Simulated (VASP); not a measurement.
Input of a VASP 6.6.1 run:

Contents of INCAR:

```
SYSTEM = BN
PREC     = Accurate       ! precision mode
ENCUT    = 520            ! plane-wave cutoff, eV
EDIFF    = 1E-6           ! SCF threshold, eV
ISMEAR   = 0              ! smearing method
SIGMA    = 0.02           ! smearing width, eV
LREAL    = .False.        ! projectors in reciprocal space
LASPH    = .True.         ! aspherical terms in the spheres
NELM     = 100            ! most SCF steps
ALGO     = Normal         ! electronic algorithm
ISIF     = 2              ! what is computed and relaxed
LWAVE    = .False.        ! write WAVECAR
LCHARG   = .False.        ! write CHGCAR
LDIPOL   = .True.       
IDIPOL   = 3            
DIPOL    = 0.5 0.5 0.287
GGA      = PE             ! functional
IVDW     = 12             ! dispersion correction
NBANDS   = 16             ! bands
```

Contents of KPOINTS:

```
Automatic mesh
0
Gamma
  12 12 1
  0 0 0
```

POSCAR

```
BN
1.0
    2.5078487321     -0.0000002400      0.0000000000
   -1.2539241582      2.1718608308      0.0000000000
    0.0000000000      0.0000000000     31.3945434400
B N
2 2
Direct
    0.0000000000      0.0000000000      0.2332760985
    0.6666666667      0.3333333333      0.3400719432
    0.6666666667      0.3333333333      0.2332278444
    0.0000000000      0.0000000000      0.3401201972
```

Potentials or basis: VASP PAW PBE potentials, release 64 (B, N).

Command:

```sh
$ cat potpaw_PBE.64/B/POTCAR potpaw_PBE.64/N/POTCAR > POTCAR
$ mpirun -np 1 vasp_std > vasp.out
```

Question: Predict the band gap on the k mesh.

Answer: 4.50 eV, indirect (least direct gap 4.72 eV).

Question: What does it give for the dispersion energy per atom?

Answer: -0.105 eV.
